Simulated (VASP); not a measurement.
# Si (R-3m) in VASP: settings compared, part 2 of 2

VASP 6.6.1.

### Step 3. Single point, r2SCAN (epitaxial 111 strain -4.5%)

Input file POSCAR:

```
Si
1.0
    0.1209227746      2.7194574729      2.7194574729
    2.7194574729      0.1209227746      2.7194574729
    2.7194574729      2.7194574729      0.1209227746
Si
2
Direct
    0.0030958625      0.0030958625      0.0030958625
    0.2469041375      0.2469041375      0.2469041375
```

Input file INCAR.step1:

```
PREC = Accurate ; ENCUT = 520
ISMEAR = -1 ; SIGMA = 0.02
LREAL = False ; LASPH = True
NELM = 80 ; NBANDS = 11
GGA = PE ; ALGO = Normal
EDIFF = 1E-4 ; LWAVE = True
LCHARG = False
```

Input file INCAR.step2:

```
PREC = Accurate ; ENCUT = 520
EDIFF = 1E-6 ; ISMEAR = -1
SIGMA = 0.02 ; LREAL = False
LASPH = True ; NELM = 80
ALGO = Normal ; ISIF = 2
LWAVE = False ; LCHARG = True
METAGGA = R2SCAN ; LMIXTAU = True
LELF = True ; LVHAR = True
NBANDS = 11 ; ISTART = 1
```

Input file KPOINTS:

```
regular mesh
0
Gamma
  8 8 8
```

Potentials or basis: VASP PAW PBE potentials, release 64 (Si).

Run with:

```sh
> cat potpaw_PBE.64/Si/POTCAR > POTCAR
> cp INCAR.step1 INCAR
> mpirun -np 1 vasp_std > vasp.out
> cp INCAR.step2 INCAR
> mpirun -np 1 vasp_std > vasp.out
```

OUTCAR:

```text
PREC = Accurate
   ENCUT = 520
   EDIFF = 1E-6
   ISMEAR = -1
   LREAL = False
   LASPH = True
   NELM = 80
   ISIF = 2
   METAGGA = R2SCAN
   ISTART = 1

 ion  position               nearest neighbor table
   1  0.003  0.003  0.003-   2 2.29   2 2.29   2 2.29   2 2.35
   2  0.247  0.247  0.247-   1 2.29   1 2.29   1 2.29   1 2.35

  LATTYP: Found a trigonal (rhomboedric) cell.
 ALAT       =     3.8477942007
 COS(alpha) =     0.5439280429

  Lattice vectors:

 A1 = (   0.1209227746,   2.7194574729,   2.7194574729)
 A2 = (   2.7194574729,   0.1209227746,   2.7194574729)
 A3 = (   2.7194574729,   2.7194574729,   0.1209227746)

Analysis of symmetry for initial positions (statically):
=====================================================================
 Subroutine PRICEL returns:
 Original cell was already a primitive cell.

 Routine SETGRP: Setting up the symmetry group for a
 trigonal (rhombohedral) supercell.

 Subroutine GETGRP returns: Found 12 space group operations
 (whereof  6 operations were pure point group operations)
 out of a pool of 12 trial point group operations.

[... 173 lines left out ...]
      1      -6.5782      2.00000
      2       5.8751      2.00000
      3       6.7145      1.91413
      4       6.7145      1.91413
      5       8.4202      0.00000
      6       9.5019      0.00000
      7       9.5019      0.00000
      8      11.4993      0.00000
      9      14.6106      0.00000
     10      14.6106      0.00000
     11      15.4948      0.00000
[... 309 lines left out ...]
 k-point    24 :       0.3750    0.1250    0.1250
  band No.  band energies     occupation
      1      -5.2002      2.00000
      2       1.6568      2.00000
      3       3.4755      2.00000
      4       5.7267      2.00000
      5       9.7467      0.00000
      6      10.5019      0.00000
      7      10.5817      0.00000
      8      13.7536      0.00000
      9      14.1511      0.00000
     10      16.6128      0.00000
     11      16.8820      0.00000

 [... further k-points ...]

------------------------ aborting loop because EDIFF is reached ----------------------------------------

  FORCE on cell =-STRESS in cart. coord.  units (eV):
  Direction    XX          YY          ZZ          XY          YZ          ZX
  --------------------------------------------------------------------------------------
  -------------------------------------------------------------------------------------
  Total        1.8078308      1.8078308      1.8078308     -0.9469039     -0.9469039     -0.9469039
  in kB       77.1523582     77.1523582     77.1523582    -40.4107903    -40.4107903    -40.4107903
  external PRESSURE =      77.1523582 kB  Pullay stress =       0.0000000 kB

 VOLUME and BASIS-vectors are now :
 -----------------------------------------------------------------------------
  energy-cutoff  :      520.00
  volume of cell :       37.54
      direct lattice vectors                 reciprocal lattice vectors
     0.120922775  2.719457473  2.719457473    -0.196601057  0.188231211  0.188231211
     2.719457473  0.120922775  2.719457473     0.188231211 -0.196601057  0.188231211
     2.719457473  2.719457473  0.120922775     0.188231211  0.188231211 -0.196601057

 POSITION                                       TOTAL-FORCE (eV/Angst)
 -----------------------------------------------------------------------------------
      0.01721      0.01721      0.01721        -0.007384     -0.007384     -0.007384
      1.37275      1.37275      1.37275         0.007384      0.007384      0.007384
 -----------------------------------------------------------------------------------
    total drift:                                0.000000      0.000000      0.000000

  FREE ENERGIE OF THE ION-ELECTRON SYSTEM (eV)
  ---------------------------------------------------
  free  energy   TOTEN  =       -17.4213599364 eV

  energy  without entropy=      -17.4213017850  energy(sigma->0) =      -17.42133086
```

OSZICAR.step1:

```text
N       E                     dE             d eps       ncg     rms          rms(c)
DAV:   1     0.709157947872E+01    0.70916E+01   -0.32782E+03  1430   0.570E+02
DAV:   2    -0.103902870358E+02   -0.17482E+02   -0.16778E+02  1864   0.860E+01
DAV:   3    -0.109335157173E+02   -0.54323E+00   -0.54198E+00  1826   0.128E+01
DAV:   4    -0.109372619003E+02   -0.37462E-02   -0.37457E-02  1682   0.137E+00
DAV:   5    -0.109372966984E+02   -0.34798E-04   -0.34797E-04  1830   0.123E-01    0.531E+00
DAV:   6    -0.107686310413E+02    0.16867E+00   -0.11030E-01  1600   0.141E+00    0.323E+00
DAV:   7    -0.106991648213E+02    0.69466E-01   -0.19092E-01  1664   0.194E+00    0.303E-01
DAV:   8    -0.107000535545E+02   -0.88873E-03   -0.12772E-02  1615   0.638E-01    0.132E-01
DAV:   9    -0.106999884594E+02    0.65095E-04   -0.68723E-04  1718   0.145E-01
   1 F= -.10699988E+02 E0= -.10699881E+02  d E =-.214470E-03
```

It took 2 min on 1 thread of Intel Xeon 8259CL, shared host; peak memory 0.17 GiB.

What came out:

```yaml
Free_energy: -17.4214 eV
Pressure: 7.7 GPa
Largest_force: 0.013 eV/Å
Band_gap_on_the_k_mesh: 0.13 eV (least direct gap 1.71 eV)
```

Forces on the atoms (eV/Å):
```
Si  -0.007 -0.007 -0.007
Si   0.007  0.007  0.007
```

Stress tensor (GPa, compression positive):
```
 7.72 -4.04 -4.04
-4.04  7.72 -4.04
-4.04 -4.04  7.72
```

Caveat: the cell differs from its parent crystal (epitaxial 111 strain -4.5%); the cell stands under pressure; the PAW data sets were made with another functional, which shifts forces and pressure a little. A k mesh can miss the band edges.

### Step 4. Single point, HSE06 (epitaxial 111 strain -4.5%)

POSCAR is that of step 3.

Input file INCAR.step1:

```
PREC = Accurate
ENCUT = 520
EDIFF = 1E-5
ISMEAR = -1
SIGMA = 0.02
LREAL = F
LASPH = T
NELM = 80
ALGO = Normal
ISIF = 2
LWAVE = T
GGA = PE
NBANDS = 11
```

Input file INCAR.step2:

```
PREC = Accurate
ENCUT = 520
EDIFF = 1E-7
ISMEAR = -1
SIGMA = 0.02
LREAL = F
LASPH = T
NELM = 80
ALGO = Normal
ISIF = 2
LWAVE = F
LCHARG = T
GGA = PE
LHFCALC = T
HFSCREEN = 0.2079
PRECFOCK = Normal
LELF = T
LVHAR = T
ISTART = 1
NBANDS = 11
```

Input file KPOINTS:

```
regular mesh
0
Gamma
  6 6 6
```

Run with:

```sh
> cat potpaw_PBE.64/Si/POTCAR > POTCAR
> cp INCAR.step1 INCAR
> mpirun -np 1 vasp_std > vasp.out
> cp INCAR.step2 INCAR
> mpirun -np 1 vasp_std > vasp.out
```

Wall time 27 min (1 thread of Intel Xeon 8259CL, shared host); peak memory 0.28 GiB.

The run converged. Its results:

- Free energy: -12.4120 eV
- Pressure: 7.4 GPa
- Largest force: 0.022 eV/Å
- Band gap on the k mesh: 0.50 eV (least direct gap 2.23 eV)

Forces in eV/Å, atoms in the order of the input:
```
Si  -0.013 -0.013 -0.013
Si   0.013  0.013  0.013
```

Stress tensor (GPa, compression positive):
```
 7.43 -4.01 -4.01
-4.01  7.43 -4.01
-4.01 -4.01  7.43
```

Levels at points of the mesh, in eV from the valence-band top:
| k point | band 2 | band 3 | band 4 | band 5 | band 6 | band 7 |
| --- | --- | --- | --- | --- | --- | --- |
| (0.00, 0.00, 0.00) | -0.84 | 0.00 | 0.00 | 2.23 | 3.37 | 3.37 |
| (0.50, 0.00, 0.00) | -8.30 | -1.98 | -1.60 | 1.90 | 3.55 | 3.93 |
| (0.50, 0.50, 0.00) | -9.10 | -3.93 | -3.26 | 0.50 | 1.23 | 11.43 |
| (0.50, 0.50, 0.50) | -8.51 | -1.20 | -1.20 | 2.96 | 4.17 | 4.17 |

Caveat: the cell differs from its parent crystal (epitaxial 111 strain -4.5%); the cell stands under pressure; the PAW data sets were made with another functional, which shifts forces and pressure a little.

### Step 5. The runs side by side

| level | k mesh | grid for exact exchange (PRECFOCK) | share of exact exchange | screening parameter | gap on the mesh (eV) | pressure (GPa) | largest force (eV/Å) |
| --- | --- | --- | --- | --- | --- | --- | --- |
| PBE | 8 × 8 × 8 | - | - | - | none | 8.9 | 0.06 |
| r2SCAN | 8 × 8 × 8 | - | - | - | 0.13 | 7.7 | 0.01 |
| HSE06 | 6 × 6 × 6 | Normal | 0.25 | 0.2079 1/Å | 0.50 | 7.4 | 0.02 |

Alike in all rows: task single point; potentials or basis VASP PAW PBE potentials, release 64 (Si); no spin polarisation; cell as given; cutoff (eV) 520; smearing fermi-dirac 0.02 eV.

Caveats: the cell stands under pressure; the PAW data sets were made with another functional, which shifts forces and pressure a little (at least some runs); semilocal functionals underestimate gaps, and a narrow one can read as zero (at least some runs).

Absolute energies hang on the potentials; compare differences alone.
